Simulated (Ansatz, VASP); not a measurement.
## Two plane-wave programs on CuO

```
Cu O
1.0
     4.16094    0.00000    0.00000
     0.00000    4.16094    0.00000
     0.00000    0.00000    3.88764
Cu O
3 3
Direct
  0.50000 0.00000 0.50000
  0.00000 0.50000 0.50000
  0.00000 0.00000 0.00000
  0.00000 0.00000 0.50000
  0.50000 0.00000 0.00000
  0.00000 0.50000 0.00000
```

Alike in both runs: task relaxation of cell and atoms; functional PBE; dispersion D4; k mesh 7 × 7 × 7; occupations fermi-dirac, width 0.05 eV; no spin polarisation.

|  | VASP | Ansatz |
| --- | --- | --- |
| version | VASP 6.6.1 | Ansatz 0.2.0 |
| potentials or method | VASP PAW PBE potentials, release 64 (Cu, O) | Ansatz PAW |
| plane-wave cutoff (eV) | 600 | 420 |
| valence electrons in the cell | 51 | 75 |

Ansatz gave:

- gap on the k mesh at the Fermi level, each at its own relaxed structure (eV): none
- relaxed volume (Å³/atom): 11.08
- relaxed cell length with the largest relative difference (Å): 3.873

Question: Which values does VASP return?

Answer: gap on the k mesh at the Fermi level, each at its own relaxed structure (eV): none; relaxed volume (Å³/atom): 11.10; relaxed cell length with the largest relative difference (Å): 3.882.

A gap of «none» marks a metal or a gap that the smearing closes. VASP's potentials hold 51 valence electrons a cell and Ansatz's 75, so a difference there can come from the potentials and not from the codes.

Noted on Ansatz's run: the plane-wave basis is chosen anew once the cell has moved, so the energies of steps on either side of that aren't comparable.
